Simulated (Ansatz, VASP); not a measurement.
## Mg: VASP beside Ansatz

```
CELL_PARAMETERS angstrom
3.06346 0.00000 0.00000
-1.53173 2.65304 0.00000
0.00000 0.00000 9.96443
ATOMIC_POSITIONS crystal
Mg 0.00000 0.00000 0.00000
Mg 0.00000 0.00000 0.50000
Mg 0.33333 0.66667 0.25000
Mg 0.66667 0.33333 0.75000
```

Alike in both runs: task single point; functional PBE; k mesh 13 × 13 × 4; occupations fermi-dirac, width 0.1 eV; no spin polarisation.

|  | VASP | Ansatz |
| --- | --- | --- |
| version | VASP 6.6.1 | Ansatz 0.2.0 |
| potentials or method | VASP PAW PBE potentials, release 64 (Mg), cutoff 520 eV | plane waves (420 eV) with PAW, scalar-relativistic |
| valence electrons in the cell | 8 | 40 |

Ansatz gave:

```
pressure (GPa)                                                : 6.0
traceless stress, the component that is largest in VASP (GPa) : -0.12
```

Question: What did VASP give for the same quantities?

Answer: Pressure (GPa): 5.9; traceless stress, the component that is largest in VASP (GPa): -0.12.

VASP's potentials hold 8 valence electrons a cell and Ansatz's 40, so a difference there can come from the potentials and not from the codes.
